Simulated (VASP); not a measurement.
# K2HfSe3 (P6/mmm) in VASP: single point with PBE

Aim: the single point of K2HfSe3 with PBE.

Everything below comes from runs of VASP 6.6.1. Logs are shortened: lines on timing, memory, paths and dates and some standing lists are left out, and cuts for length are marked.

**1. The cell of the first run**

The structure is hexagonal, space group P6/mmm (No. 191). The conventional cell has a = 6.300 Å, b = 6.300 Å, c = 5.126 Å, α = 90.00°, β = 90.00°, γ = 120.00°. K (site symmetry -6m2) has 6 Se at 3.14 Å and 3 K at 3.64 Å and 3 Hf at 3.64 Å within 4.1 Å. Within 4.8 Å of Hf (site symmetry 6/mmm) lie 6 K at 3.64 Å and 12 Se at 4.06 Å. Se (site symmetry mmm) has 4 K at 3.14 Å and 4 Se at 3.15 Å and 4 Hf at 4.06 Å within 4.1 Å.

**2. Single point, PBE**

INCAR

```
ALGO     = Normal         # electronic algorithm
EDIFF    = 1E-6           # SCF threshold, eV
ENCUT    = 520            # plane-wave cutoff, eV
GGA      = PE             # functional
ISIF     = 2              # what is computed and relaxed
ISMEAR   = 0              # smearing method
LASPH    = T              # aspherical terms in the spheres
LCHARG   = F              # write CHGCAR
LREAL    = F              # projectors in reciprocal space
LWAVE    = F              # write WAVECAR
NBANDS   = 32             # bands
NELM     = 60             # most SCF steps
PREC     = Accurate       # precision mode
SIGMA    = 0.1            # smearing width, eV
```

KPOINTS

```
k-points
0
Gamma
  6 6 8
```

POSCAR

```
K2HfSe3
1.0
    6.2996582814      0.0000000000      0.0000000000
   -3.1498291407      5.4556641068      0.0000000000
    0.0000000000      0.0000000000      5.1255373026
K Hf Se
2 1 3
Direct
    0.6666666667      0.3333333333      0.0000000000
    0.3333333333      0.6666666667      0.0000000000
    0.0000000000      0.0000000000      0.0000000000
    0.0000000000      0.5000000000      0.5000000000
    0.5000000000      0.0000000000      0.5000000000
    0.5000000000      0.5000000000      0.5000000000
```

Potentials or basis: VASP PAW PBE potentials, release 64 (K_sv, Hf_pv, Se).

Started as:

```sh
$ cat potpaw_PBE.64/K_sv/POTCAR potpaw_PBE.64/Hf_pv/POTCAR potpaw_PBE.64/Se/POTCAR > POTCAR
$ mpirun -np 1 vasp_std > vasp.out
```

OUTCAR:

```text
EDIFF = 1E-6
   ENCUT = 520
   GGA = PE
   ISIF = 2
   ISMEAR = 0
   LASPH = T
   LREAL = F
   NELM = 60
   PREC = Accurate

 ion  position               nearest neighbor table
   1  0.667  0.333  0.000-   5 3.14   5 3.14   4 3.14   4 3.14   6 3.14   6 3.14   2 3.64   2 3.64
                             3 3.64   3 3.64   3 3.64   2 3.64
   2  0.333  0.667  0.000-   5 3.14   5 3.14   4 3.14   4 3.14   6 3.14   6 3.14   1 3.64   1 3.64
                             3 3.64   3 3.64   3 3.64   1 3.64
   3  0.000  0.000  0.000-   1 3.64   2 3.64   2 3.64   1 3.64   1 3.64   2 3.64
   4  0.000  0.500  0.500-   1 3.14   2 3.14   1 3.14   2 3.14
   5  0.500  0.000  0.500-   1 3.14   2 3.14   1 3.14   2 3.14
   6  0.500  0.500  0.500-   1 3.14   2 3.14   1 3.14   2 3.14

  LATTYP: Found a hexagonal cell.
 ALAT       =     6.2996582814
 C/A-ratio  =     0.8136214813

  Lattice vectors:

 A1 = (   6.2996582814,   0.0000000000,   0.0000000000)
 A2 = (  -3.1498291407,   5.4556641068,   0.0000000000)
 A3 = (   0.0000000000,   0.0000000000,   5.1255373026)

Analysis of symmetry for initial positions (statically):
=====================================================================
 Subroutine PRICEL returns:
 Original cell was already a primitive cell.

 Routine SETGRP: Setting up the symmetry group for a
 hexagonal supercell.

 Subroutine GETGRP returns: Found 24 space group operations
 (whereof 24 operations were pure point group operations)
 out of a pool of 24 trial point group operations.

The static configuration has the point symmetry D_6h.

Analysis of symmetry for dynamics (positions and initial velocities):
=====================================================================
 Subroutine PRICEL returns:
 Original cell was already a primitive cell.

 Routine SETGRP: Setting up the symmetry group for a
 hexagonal supercell.

 Subroutine GETGRP returns: Found 24 space group operations
 (whereof 24 operations were pure point group operations)
 out of a pool of 24 trial point group operations.

The dynamic configuration has the point symmetry D_6h.

 Subroutine INISYM returns: Found 24 space group operations
 (whereof 24 operations are pure point group operations),
 and found     1 'primitive' translations

----------------------------------------------------------------------------------------

                                     Primitive cell

  volume of cell :     176.1587

  direct lattice vectors                    reciprocal lattice vectors
     6.299658281  0.000000000  0.000000000     0.158738769  0.091647871  0.000000000
    -3.149829141  5.455664107  0.000000000     0.000000000  0.183295742  0.000000000
     0.000000000  0.000000000  5.125537303     0.000000000  0.000000000  0.195101497

  length of vectors
     6.299658281  6.299658281  5.125537303     0.183295742  0.183295742  0.195101497

  position of ions in fractional coordinates (direct lattice)
     0.666666667  0.333333333  0.000000000
     0.333333333  0.666666667  0.000000000
     0.000000000  0.000000000  0.000000000
     0.000000000  0.500000000  0.500000000
     0.500000000  0.000000000  0.500000000
     0.500000000  0.500000000  0.500000000

  ion indices of the primitive-cell ions
   primitive index   ion index
                 1           1
                 2           2
                 3           3
                 4           4
                 5           5
                 6           6

----------------------------------------------------------------------------------------

 KPOINTS: k-points

Automatic generation of k-mesh.
 Grid dimensions read from file:
 generate k-points for:    6    6    8

 Generating k-lattice:

  Cartesian coordinates                     Fractional coordinates (reciprocal lattice)
     0.026456461  0.015274645  0.000000000     0.166666667  0.000000000  0.000000000
     0.000000000  0.030549290  0.000000000     0.000000000  0.166666667  0.000000000
     0.000000000  0.000000000  0.024387687     0.000000000  0.000000000  0.125000000

  Length of vectors
     0.030549290  0.030549290  0.024387687

  Shift w.r.t. Gamma in fractional coordinates (k-lattice)
     0.000000000  0.000000000  0.000000000

 Subroutine IBZKPT returns following result:
 ===========================================

 Found     35 irreducible k-points:

 Following reciprocal coordinates:
            Coordinates               Weight
  0.000000  0.000000  0.000000      1.000000
  0.166667  0.000000  0.000000      6.000000
  0.333333  0.000000  0.000000      6.000000
  0.500000  0.000000  0.000000      3.000000
  0.166667  0.166667  0.000000      6.000000
  0.333333  0.166667  0.000000     12.000000
[... 16 lines left out ...]
  0.166667  0.000000  0.375000     12.000000
  0.333333  0.000000  0.375000     12.000000
 [... further k-points ...]
   k-points           NKPTS =     35   k-points in BZ     NKDIM =     35   number of bands    NBANDS=     32
   number of dos      NEDOS =    301   number of ions     NIONS =      6
   total plane-waves  NPLWV =  92160
   dimension x,y,z NGX =    48 NGY =   48 NGZ =   40
   dimension x,y,z NGXF=    96 NGYF=   96 NGZF=   80
   ions per type =               2   1   3
   NGX,Y,Z   is equivalent  to a cutoff of  12.67, 12.67, 12.97 a.u.
   NGXF,Y,Z  is equivalent  to a cutoff of  25.33, 25.33, 25.95 a.u.
 SYSTEM =  unknown system
   PREC   = accura    normal or accurate (medium, high low for compatibility)
   ISTART =      0    job   : 0-new  1-cont  2-samecut
   ICHARG =      2    charge: 1-file 2-atom 10-const
   ISPIN  =      1    spin polarized calculation?
   LNONCOLLINEAR =      F non collinear calculations
   LSORBIT =      F    spin-orbit coupling
   LASPH  =      T    aspherical Exc in radial PAW
   ENCUT  =  520.0 eV  38.22 Ry    6.18 a.u.  11.71 11.71  9.53*2*pi/ulx,y,z
   NELM   =     60;   NELMIN=  2; NELMDL= -5     # of ELM steps
   EDIFF  = 0.1E-05   stopping-criterion for ELM
   LREAL  =      F    real-space projection
   EDIFFG = 0.1E-04   stopping-criterion for IOM
   NSW    =      0    number of steps for IOM
   IBRION =     -1    ionic relax: 0-MD 1-quasi-New 2-CG
   NFREE  =      0    steps in history (QN), initial steepest desc. (CG)
   ISIF   =      2    stress and relaxation
   ISYM   =      2    0-nonsym 1-usesym 2-fastsym
   POTIM  = 0.5000    time-step for ionic-motion
   TEBEG  =    0.0;   TEEND  =   0.0 temperature during run
   PSTRESS=    0.0 pullay stress
   NELECT =      46.0000    total number of electrons
   NUPDOWN=      -1.0000    fix difference up-down
   EMIN   =  10.00;   EMAX   =-10.00  energy-range for DOS
   EFERMI =   0.00;   METHOD = LEGACY
   ISMEAR =     0;   SIGMA  =   0.10  broadening in eV -4-tet -1-fermi 0-gaus
   EFERMI_NEDOS =   21; number of points for ismear=-14 and -15
   IALGO  =     38    algorithm
   IMIX   =      4    mixing-type and parameters
     AMIX     =   0.40;   BMIX     =  1.00
     AMIX_MAG =   1.60;   BMIX_MAG =  1.00
  volume/ion in A,a.u.               =      29.36       198.13
  Fermi-wavevector in a.u.,A,eV,Ry     =   1.046388  1.977387 14.897399  1.094928
  Thomas-Fermi vector in A             =   2.181224
   LORBIT       =      0    0 simple, 1 ext, 2 COOP (PROOUT), +10 PAW based schemes
   GGA     = PE    functional components
   LHFCALC =     F    Hartree Fock is set to
   AEXX    =    0.0000 exact exchange contribution
   IVDW    =     0    specifies the selected vdW correction
   LEPSILON=     F    determine dielectric tensor
   LRPA    =     F    only Hartree local field effects (RPA)
 non-spin polarized calculation
 Gauss-broadening in eV      SIGMA  =   0.10
  energy-cutoff  :      520.00
  volume of cell :      176.16
 maximum number of plane-waves:      4782
 NGX is ok and might be reduce to    48
   NGX = 23   NGY = 23   NGZ = 19

 number of electron      46.0000003 magnetization

 Free energy of the ion-electron system (eV)
  ---------------------------------------------------
  ext. energy  EPLUGINS =         0.00000000
  ---------------------------------------------------
  free energy    TOTEN  =       -19.79942330 eV

  energy without entropy =      -19.75353039  energy(sigma->0) =      -19.77647684

 E-fermi :   2.3430     XC(G=0):  -8.8673

 val. band max:        2.3397016044   @ k =   0.1667   0.0000   0.2500
 cond. band min:       2.3485757612   @ k =   0.3333   0.3333   0.2500
 fundamental gap:      0.0088741568
 Fermi energy:         2.3430277682

 k-point     1 :       0.0000    0.0000    0.0000
  band No.  band energies     occupation
      1     -30.9310      2.00000
      2     -30.7742      2.00000
      3     -30.7742      2.00000
      4     -27.6025      2.00000
      5     -27.5460      2.00000
      6     -11.4871      2.00000
[... 24 lines left out ...]
     31       5.8308      0.00000
     32       7.4567      0.00000

 k-point     2 :       0.1667    0.0000    0.0000
  band No.  band energies     occupation
      1     -30.9310      2.00000
      2     -30.7743      2.00000
      3     -30.7742      2.00000
      4     -27.5990      2.00000
      5     -27.5494      2.00000
      6     -11.4945      2.00000
[... 24 lines left out ...]
     31       5.8515      0.00000
     32       7.1076      0.00000

 k-point     3 :       0.3333    0.0000    0.0000
  band No.  band energies     occupation
      1     -30.9310      2.00000
      2     -30.7744      2.00000
      3     -30.7742      2.00000
      4     -27.5902      2.00000
      5     -27.5580      2.00000
      6     -11.5085      2.00000
[... 24 lines left out ...]
     31       5.8876      0.00000
     32       6.4337      0.00000

 k-point     4 :       0.5000    0.0000    0.0000
  band No.  band energies     occupation
      1     -30.9310      2.00000
      2     -30.7745      2.00000
      3     -30.7742      2.00000
      4     -27.5831      2.00000
      5     -27.5649      2.00000
      6     -11.5152      2.00000
[... 24 lines left out ...]
     31       5.9018      0.00000
     32       6.1696      0.00000

 k-point     5 :       0.1667    0.1667    0.0000
  band No.  band energies     occupation
      1     -30.9310      2.00000
      2     -30.7744      2.00000
      3     -30.7742      2.00000
      4     -27.5928      2.00000
      5     -27.5554      2.00000
      6     -11.5115      2.00000
[... 584 lines left out ...]
     31       5.1398      0.00000
     32       6.0328      0.00000

 k-point    22 :       0.0000    0.0000    0.3750
  band No.  band energies     occupation
      1     -30.9316      2.00000
      2     -30.7741      2.00000
      3     -30.7741      2.00000
      4     -27.6010      2.00000
      5     -27.5451      2.00000
      6     -12.0284      2.00000
[... 24 lines left out ...]
     31       4.5795      0.00000
     32       4.5795      0.00000

 k-point    23 :       0.1667    0.0000    0.3750
  band No.  band energies     occupation
      1     -30.9316      2.00000
      2     -30.7742      2.00000
      3     -30.7741      2.00000
      4     -27.5976      2.00000
      5     -27.5484      2.00000
      6     -11.9762      2.00000
[... 24 lines left out ...]
     31       4.7174      0.00000
     32       5.1744      0.00000

 k-point    24 :       0.3333    0.0000    0.3750
  band No.  band energies     occupation
      1     -30.9316      2.00000
      2     -30.7744      2.00000
      3     -30.7741      2.00000
      4     -27.5888      2.00000
      5     -27.5570      2.00000
      6     -11.8396      2.00000
[... 24 lines left out ...]
     31       5.0113      0.00000
     32       5.7064      0.00000

 [... further k-points ...]
[... 5 lines left out ...]
  --------------------------------------------------------------------------------------
  -------------------------------------------------------------------------------------
  Total        0.0164540      0.0164540      0.1788656      0.0000000      0.0000000      0.0000000
  in kB        0.1496508      0.1496508      1.6267969      0.0000000      0.0000000      0.0000000
  external PRESSURE =       0.6420328 kB  Pullay stress =       0.0000000 kB

 VOLUME and BASIS-vectors are now :
 -----------------------------------------------------------------------------
  energy-cutoff  :      520.00
  volume of cell :      176.16
      direct lattice vectors                 reciprocal lattice vectors
     6.299658281  0.000000000  0.000000000     0.158738769  0.091647871  0.000000000
    -3.149829141  5.455664107  0.000000000     0.000000000  0.183295742  0.000000000
     0.000000000  0.000000000  5.125537303     0.000000000  0.000000000  0.195101497

 POSITION                                       TOTAL-FORCE (eV/Angst)
 -----------------------------------------------------------------------------------
      3.14983      1.81855      0.00000        -0.000000     -0.000000      0.000000
     -0.00000      3.63711      0.00000         0.000000      0.000000      0.000000
      0.00000      0.00000      0.00000         0.000000      0.000000      0.000000
     -1.57491      2.72783      2.56277         0.000000      0.000000      0.000000
      3.14983      0.00000      2.56277         0.000000      0.000000      0.000000
      1.57491      2.72783      2.56277         0.000000      0.000000      0.000000
 -----------------------------------------------------------------------------------
    total drift:                               -0.000000      0.000000      0.000000

  FREE ENERGIE OF THE ION-ELECTRON SYSTEM (eV)
  ---------------------------------------------------
  free  energy   TOTEN  =       -19.7994233039 eV

  energy  without entropy=      -19.7535303851  energy(sigma->0) =      -19.77647684
```

It took 3.4 min on 1 thread of Intel Xeon Platinum 8488C (Sapphire Rapids), shared host; peak memory 0.41 GiB.

What came out:

```yaml
Free_energy: -19.7994 eV
Pressure: 0.1 GPa
Band_gap_on_the_k_mesh: zero (band 23 reaches 2.94 eV, above the bottom of band 24 at 2.25 eV)
```

Levels at points of the mesh, in eV from the Fermi level:
```
           k point  band 19  band 20  band 21  band 22  band 23  band 24  band 25  band 26  band 27  band 28
(0.00, 0.00, 0.00)    -2.38    -1.76    -1.76    -0.35     0.16     0.16     0.17     0.17     0.68     1.29
(0.50, 0.00, 0.00)    -2.06    -1.94    -1.90    -1.68    -0.64    -0.09     0.36     0.38     0.54     0.78
(0.00, 0.00, 0.50)    -1.73    -1.73    -0.41     0.50     0.60     0.60     0.62     0.62     0.72     1.49
(0.50, 0.00, 0.50)    -2.17    -1.83    -1.62    -1.58    -1.28     0.06     0.18     0.40     0.55     0.86
```

Caveat: spin-orbit coupling is left out, which moves the levels of the heavy elements.
